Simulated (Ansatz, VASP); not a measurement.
## Cd7S in VASP and in Ansatz

```
Cd S
1.0
     3.18255    0.00000    0.00000
    -1.59128    2.75617    0.00000
     0.00000    0.00000   20.96919
Cd S
7 1
Direct
  0.66667 0.33333 0.89976
  0.33333 0.66667 0.10024
  0.33333 0.66667 0.77395
  0.66667 0.33333 0.63989
  0.66667 0.33333 0.22605
  0.33333 0.66667 0.36011
  0.00000 0.00000 0.50000
  0.00000 0.00000 0.00000
```

Alike in both runs: functional PBE; k mesh 6 × 6 × 1; occupations gaussian, width 0.2 eV; no spin polarisation.

Ansatz relaxed the structure, and its values are those at the end. VASP's run is a single point on that final structure, the one shown.

|  | VASP | Ansatz |
| --- | --- | --- |
| version | VASP 6.6.1 | Ansatz 0.2.0 |
| potentials or method | VASP PAW PBE potentials, release 64 (Cd, S), cutoff 520 eV | scalar-relativistic, plane waves, PAW |
| valence electrons in the cell | 90 | 146 |

|  | VASP | Ansatz | Ansatz less VASP |
| --- | --- | --- | --- |
| gap on the k mesh at the Fermi level (eV) | none | none | - |
| pressure (GPa) | 0.2 | -0.1 | -0.24 |
| rms of the force components (eV/Å) | 0.012 | 0.010 | -0.0019 |

A gap of «none» marks a metal or a gap that the smearing closes. VASP's potentials hold 90 valence electrons a cell and Ansatz's 146, so a difference there can come from the potentials and not from the codes.

The k mesh is coarse, so the values compare programs but aren't converged.
